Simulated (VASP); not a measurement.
Crystal: InAs.

```
In As
1.0
     0.00000    3.01800    3.01800
     3.01800    0.00000    3.01800
     3.01800    3.01800    0.00000
In As
1 1
Cartesian
  0.0000 0.0000 0.0000
  4.5270 4.5270 4.5270
```

| Property | Result |
| --- | --- |
| Program | VASP 6.6.1 |
| Task | relaxation of cell and atoms |
| Functional | RPBE |
| Dispersion | D3(BJ) |
| Potentials or basis | VASP PAW PBE potentials, release 64 (In_d, As) |
| Cutoff | 600 eV |
| k mesh | 8 × 8 × 8 |
| Occupations | fermi-dirac, width 0.05 eV |
| Spin | no spin polarisation |

At the start: pressure -3.8 GPa; volume 27.49 Å³/atom.

Question: How do energy, volume and symmetry change on relaxing?

Answer: Over 3 steps the energy falls by 22.0 meV/atom and the volume is 25.76 Å³/atom (-6.3 %); space group F-43m (No. 216, to 0.05 Å).

The path:
```tsv
step	energy change (eV)	largest force (eV/Å)	pressure (GPa)	volume (Å³)
1	0.0000	0.0000	-3.83	54.98
2	-0.0326	0.0000	2.35	49.92
3	-0.0440	0.0000	-0.01	51.52
```

Final structure:
```cif
data_structure
_symmetry_space_group_name_H-M 'P 1'
_symmetry_Int_Tables_number 1
_cell_length_a 4.1767
_cell_length_b 4.1767
_cell_length_c 4.1767
_cell_angle_alpha 60.000
_cell_angle_beta 60.000
_cell_angle_gamma 60.000
_cell_volume 51.52
loop_
_atom_site_label
_atom_site_type_symbol
_atom_site_fract_x
_atom_site_fract_y
_atom_site_fract_z
_atom_site_occupancy
In1 In 0.00000 0.00000 0.00000 1
As1 As 0.75000 0.75000 0.75000 1
```

Caveat: the PAW data sets were made with another functional, which shifts forces and pressure a little.
